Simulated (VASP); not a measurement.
Wanted: the native input for a VASP 6.6.1 run.

| Item | Value |
| --- | --- |
| Task | single point |
| Functional | PBE |
| Potentials or basis | VASP PAW PBE potentials, release 64 (Al, N) |
| Cutoff | 600 eV |
| k mesh | 10 × 10 × 6 |
| Occupations | gaussian, width 0.01 eV |
| Spin | no spin polarisation |
| Dipole correction | no |
| Further INCAR settings | ALGO = Normal; EDIFF = 1e-06; NBANDS = 16 |

The structure of AlN lies in POSCAR:

```
AlN
1.0
    3.1297569564      0.0000000289      0.0000000000
   -1.5648785032      2.7104490175      0.0000000000
    0.0000000000      0.0000000000      5.0174032965
Al N
2 2
Direct
    0.6671048053      0.3329323774      0.5000247805
    0.3329323767      0.6671048053      1.0000247803
    0.6639230873      0.3360397295      0.8799752191
    0.3360397288      0.6639230873      0.3799752193
```

One way to write it, as run:

INCAR

```
PREC = Accurate
ENCUT = 600
EDIFF = 1E-6
ISMEAR = 0
SIGMA = 0.01
LREAL = False
LASPH = True
NELM = 120
ALGO = Normal
ISIF = 2
LWAVE = False
LCHARG = False
GGA = PE
NBANDS = 16
GGA_COMPAT = False
```

KPOINTS

```
regular mesh
0
Gamma
  10 10 6
```

Potentials or basis: VASP PAW PBE potentials, release 64 (Al, N).

Launch:

```sh
$ cat potpaw_PBE.64/Al/POTCAR potpaw_PBE.64/N/POTCAR > POTCAR
$ mpirun -np 1 vasp_std > vasp.out
```

Results of the run:

```json
{
 "Pressure": "-0.2 GPa",
 "Largest force": "0.228 eV/Å",
 "Band gap on the k mesh": "4.07 eV"
}
```

Run time: 53 s on 1 thread of Intel(R) Xeon(R) 6975P-C (Granite Rapids), with other jobs on the host, peak memory 0.25 GiB.
